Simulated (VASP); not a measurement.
# Mg2Ti2O3 (R-3m) in VASP: single point with PBE

Aim: the single point of Mg2Ti2O3 with PBE.

All numbers are computed with VASP 6.6.1; they aren't measurements. Logs are shortened: lines on timing, memory, paths and dates and some standing lists are left out, and cuts for length are marked.

### 1 The cell of the first run

It takes space group R-3m (No. 166, trigonal). The conventional cell has a = 2.847 Å, b = 2.847 Å, c = 29.247 Å, α = 90.00°, β = 90.00°, γ = 120.00°. Mg (site symmetry 3m) has 6 O at 2.02 to 2.04 Å within 2.7 Å. Within 2.9 Å of Ti (site symmetry 3m) lie 3 O at 2.16 Å and 9 Ti at 2.74 to 2.85 Å. O (site symmetry 3m) has 3 Mg at 2.02 Å and 3 Ti at 2.16 Å within 2.7 Å. Within 2.7 Å of O (site symmetry -3m) lie 6 Mg at 2.04 Å.

### 2 Single point, PBE (9.78 Å³/atom)

Contents of INCAR:

```
SYSTEM = Mg2Ti2O3
PREC = Accurate
ENCUT = 520
EDIFF = 1E-7
ISMEAR = 0
SIGMA = 0.1
LREAL = .False.
LASPH = .True.
NELM = 80
ALGO = Normal
ISIF = 2
LWAVE = .False.
LCHARG = .True.
GGA = PE
LELF = .True.
LVHAR = .True.
NBANDS = 32
```

Contents of KPOINTS:

```
regular mesh
0
Gamma
  12 12 12
  0 0 0
```

Contents of POSCAR:

```
Mg2Ti2O3
1.0
    1.4236490487      0.8219441615      9.7489786488
   -1.4236490487      0.8219441615      9.7489786488
    0.0000000000     -1.6438883230      9.7489786488
Mg Ti O
2 2 3
Direct
    0.6255574377      0.6255574377      0.6255574377
    0.3744425623      0.3744425623      0.3744425623
    0.8709069516      0.8709069516      0.8709069516
    0.1290930484      0.1290930484      0.1290930484
    0.2519514536      0.2519514536      0.2519514536
    0.7480485464      0.7480485464      0.7480485464
    0.0000000000      0.0000000000      0.0000000000
```

Potentials or basis: VASP PAW PBE potentials, release 64 (Mg, Ti_sv, O).

Started as:

```
cat potpaw_PBE.64/Mg/POTCAR potpaw_PBE.64/Ti_sv/POTCAR potpaw_PBE.64/O/POTCAR > POTCAR
mpirun -np 1 vasp_std > vasp.out
```

OUTCAR:

```text
SYSTEM = Mg2Ti2O3
   PREC = Accurate
   ENCUT = 520
   EDIFF = 1E-7
   ISMEAR = 0
   LREAL = .False.
   LASPH = .True.
   NELM = 80
   ISIF = 2
   GGA = PE

 ion  position               nearest neighbor table
   1  0.626  0.626  0.626-   5 2.02   5 2.02   5 2.02   7 2.04   7 2.04   7 2.04   2 2.91   2 2.91
                             2 2.91   3 3.05   3 3.05   3 3.05
   2  0.374  0.374  0.374-   6 2.02   6 2.02   6 2.02   7 2.04   7 2.04   7 2.04   1 2.91   1 2.91
                             1 2.91   4 3.05   4 3.05   4 3.05
   3  0.871  0.871  0.871-   5 2.16   5 2.16   5 2.16   4 2.74   4 2.74   4 2.74   1 3.05   1 3.05
                             1 3.05
   4  0.129  0.129  0.129-   6 2.16   6 2.16   6 2.16   3 2.74   3 2.74   3 2.74   2 3.05   2 3.05
                             2 3.05
   5  0.252  0.252  0.252-   1 2.02   1 2.02   1 2.02   3 2.16   3 2.16   3 2.16
   6  0.748  0.748  0.748-   2 2.02   2 2.02   2 2.02   4 2.16   4 2.16   4 2.16
   7  0.000  0.000  0.000-   1 2.04   1 2.04   2 2.04   2 2.04   1 2.04   2 2.04

  LATTYP: Found a trigonal (rhomboedric) cell.
 ALAT       =     9.8866047515
 COS(alpha) =     0.9585292838

  Lattice vectors:

 A1 = (   1.4236490487,   0.8219441615,   9.7489786488)
 A2 = (  -1.4236490487,   0.8219441615,   9.7489786488)
 A3 = (   0.0000000000,  -1.6438883230,   9.7489786488)

Analysis of symmetry for initial positions (statically):
=====================================================================
 Subroutine PRICEL returns:
 Original cell was already a primitive cell.

 Routine SETGRP: Setting up the symmetry group for a
 trigonal (rhombohedral) supercell.

 Subroutine GETGRP returns: Found 12 space group operations
 (whereof 12 operations were pure point group operations)
 out of a pool of 12 trial point group operations.

The static configuration has the point symmetry D_3d.

Analysis of symmetry for dynamics (positions and initial velocities):
=====================================================================
 Subroutine PRICEL returns:
 Original cell was already a primitive cell.

 Routine SETGRP: Setting up the symmetry group for a
 trigonal (rhombohedral) supercell.

 Subroutine GETGRP returns: Found 12 space group operations
 (whereof 12 operations were pure point group operations)
 out of a pool of 12 trial point group operations.

The dynamic configuration has the point symmetry D_3d.

 Subroutine INISYM returns: Found 12 space group operations
 (whereof 12 operations are pure point group operations),
 and found     1 'primitive' translations

[... 111 lines left out ...]
   ISYM   =      2    0-nonsym 1-usesym 2-fastsym
   POTIM  = 0.5000    time-step for ionic-motion
   TEBEG  =    0.0;   TEEND  =   0.0 temperature during run
   PSTRESS=    0.0 pullay stress
   NELECT =      46.0000    total number of electrons
   NUPDOWN=      -1.0000    fix difference up-down
   EMIN   =  10.00;   EMAX   =-10.00  energy-range for DOS
   EFERMI =   0.00;   METHOD = LEGACY
   ISMEAR =     0;   SIGMA  =   0.10  broadening in eV -4-tet -1-fermi 0-gaus
   EFERMI_NEDOS =   21; number of points for ismear=-14 and -15
   IALGO  =     38    algorithm
   IMIX   =      4    mixing-type and parameters
     AMIX     =   0.40;   BMIX     =  1.00
     AMIX_MAG =   1.60;   BMIX_MAG =  1.00
  volume/ion in A,a.u.               =       9.78        65.99
  Fermi-wavevector in a.u.,A,eV,Ry     =   1.433977  2.709824 27.977530  2.056290
  Thomas-Fermi vector in A             =   2.553436
   LORBIT       =      0    0 simple, 1 ext, 2 COOP (PROOUT), +10 PAW based schemes
   GGA     = PE    functional components
   LHFCALC =     F    Hartree Fock is set to
   AEXX    =    0.0000 exact exchange contribution
   IVDW    =     0    specifies the selected vdW correction
   LEPSILON=     F    determine dielectric tensor
   LRPA    =     F    only Hartree local field effects (RPA)
 non-spin polarized calculation
 Gauss-broadening in eV      SIGMA  =   0.10
  energy-cutoff  :      520.00
  volume of cell :       68.45
 maximum number of plane-waves:      1860
 NGX is ok and might be reduce to    80
   NGX = 37   NGY = 37   NGZ = 37

 number of electron      45.9999997 magnetization

 Free energy of the ion-electron system (eV)
  ---------------------------------------------------
  ext. energy  EPLUGINS =         0.00000000
  ---------------------------------------------------
  free energy    TOTEN  =       -48.98508178 eV

  energy without entropy =      -48.96951614  energy(sigma->0) =      -48.97729896

 E-fermi :   9.1576     XC(G=0): -12.0568

 val. band max:        9.1343322308   @ k =   0.4167   0.1667   0.1667
 cond. band min:       9.1726273836   @ k =   0.5000   0.4167   0.2500
 fundamental gap:      0.0382951528
 Fermi energy:         9.1575999815

 k-point     1 :       0.0000    0.0000    0.0000
  band No.  band energies     occupation
      1     -47.8155      2.00000
      2     -47.7004      2.00000
      3     -24.3713      2.00000
      4     -23.8607      2.00000
      5     -23.7211      2.00000
      6     -23.7211      2.00000
[... 829 lines left out ...]
     31      15.4856      0.00000
     32      15.7337      0.00000

 [... further k-points ...]

------------------------ aborting loop because EDIFF is reached ----------------------------------------

  FORCE on cell =-STRESS in cart. coord.  units (eV):
  Direction    XX          YY          ZZ          XY          YZ          ZX
  --------------------------------------------------------------------------------------
  -------------------------------------------------------------------------------------
  Total        7.7105296      7.7105296      7.7099482      0.0000000      0.0000000      0.0000000
  in kB      180.4841890    180.4841890    180.4705804      0.0000000      0.0000000      0.0000000
  external PRESSURE =     180.4796528 kB  Pullay stress =       0.0000000 kB

 VOLUME and BASIS-vectors are now :
 -----------------------------------------------------------------------------
  energy-cutoff  :      520.00
  volume of cell :       68.45
      direct lattice vectors                 reciprocal lattice vectors
     1.423649049  0.821944162  9.748978649     0.351210153  0.202771276  0.034191616
    -1.423649049  0.821944162  9.748978649    -0.351210153  0.202771276  0.034191616
     0.000000000 -1.643888323  9.748978649     0.000000000 -0.405542553  0.034191616

 POSITION                                       TOTAL-FORCE (eV/Angst)
 -----------------------------------------------------------------------------------
      0.00000      0.00000     18.29564         0.000000     -0.000000      0.001648
      0.00000      0.00000     10.95130         0.000000     -0.000000     -0.001648
      0.00000      0.00000     25.47136         0.000000     -0.000000     -0.041122
      0.00000      0.00000      3.77558         0.000000      0.000000      0.041122
      0.00000      0.00000      7.36881         0.000000      0.000000      0.055609
      0.00000      0.00000     21.87813         0.000000     -0.000000     -0.055609
      0.00000      0.00000      0.00000         0.000000     -0.000000      0.000000
 -----------------------------------------------------------------------------------
    total drift:                                0.000000     -0.000000     -0.000000

  FREE ENERGIE OF THE ION-ELECTRON SYSTEM (eV)
  ---------------------------------------------------
  free  energy   TOTEN  =       -48.9850817835 eV

  energy  without entropy=      -48.9695161448  energy(sigma->0) =      -48.97729896
```

OSZICAR:

```text
N       E                     dE             d eps       ncg     rms          rms(c)
DAV:   1     0.570929821703E+03    0.57093E+03   -0.22472E+04 12104   0.164E+03
DAV:   2     0.217035708754E+02   -0.54923E+03   -0.51451E+03 12912   0.487E+02
DAV:   3    -0.507832850814E+02   -0.72487E+02   -0.70723E+02 17784   0.164E+02
DAV:   4    -0.559896070457E+02   -0.52063E+01   -0.51687E+01 16920   0.395E+01
DAV:   5    -0.562290729265E+02   -0.23947E+00   -0.23929E+00 15760   0.670E+00    0.202E+01
DAV:   6    -0.489854536053E+02    0.72436E+01   -0.31750E+01 16176   0.422E+01    0.532E+00
DAV:   7    -0.490105528608E+02   -0.25099E-01   -0.27929E+00 15160   0.102E+01    0.399E+00
DAV:   8    -0.489923633235E+02    0.18190E-01   -0.41996E-01 17008   0.436E+00    0.982E-01
DAV:   9    -0.489845445304E+02    0.78188E-02   -0.71977E-02 16456   0.182E+00    0.552E-01
DAV:  10    -0.489853564958E+02   -0.81197E-03   -0.13409E-02 17264   0.106E+00    0.131E-01
DAV:  11    -0.489851338041E+02    0.22269E-03   -0.12090E-03 16480   0.281E-01    0.593E-02
DAV:  12    -0.489850839634E+02    0.49841E-04   -0.18429E-04 18256   0.132E-01    0.131E-02
DAV:  13    -0.489850815418E+02    0.24216E-05   -0.56759E-05 15368   0.557E-02    0.839E-03
DAV:  14    -0.489850817947E+02   -0.25285E-06   -0.10555E-05 15384   0.202E-02    0.357E-03
DAV:  15    -0.489850816718E+02    0.12289E-06   -0.13674E-06 14752   0.107E-02    0.131E-03
DAV:  16    -0.489850818384E+02   -0.16663E-06   -0.70319E-07 16256   0.598E-03    0.128E-03
DAV:  17    -0.489850817835E+02    0.54984E-07   -0.19366E-07 12104   0.304E-03
   1 F= -.48985082E+02 E0= -.48977299E+02  d E =-.155656E-01
```

stdout:

```text
POSCAR found type information on POSCAR MgTiO
 POSCAR found :  3 types and       7 ions
 scaLAPACK will be used
 LDA part: xc-table for (Slater+PW92), standard interpolation
 POSCAR, INCAR and KPOINTS ok, starting setup
 FFT: planning ... GRIDC
 FFT: planning ... GRID_SOFT
 FFT: planning ... GRID
 WAVECAR not read
 entering main loop
```

It took 48 min on 1 thread of Intel Xeon 6975P-C (Granite Rapids), shared host; peak memory 1.2 GiB.

What came out:

```yaml
Free_energy: -48.9851 eV
Pressure: 18.0 GPa
Largest_force: 0.056 eV/Å
Band_gap_on_the_k_mesh: zero (bands 23 and 24 overlap by 0.62 eV)
```

Forces on the atoms (eV/Å):
```
Mg   0.000  0.000  0.002
Mg   0.000  0.000 -0.002
Ti   0.000  0.000 -0.041
Ti   0.000  0.000  0.041
O    0.000  0.000  0.056
O    0.000  0.000 -0.056
O    0.000  0.000  0.000
```

Caveat: the cell stands under pressure.
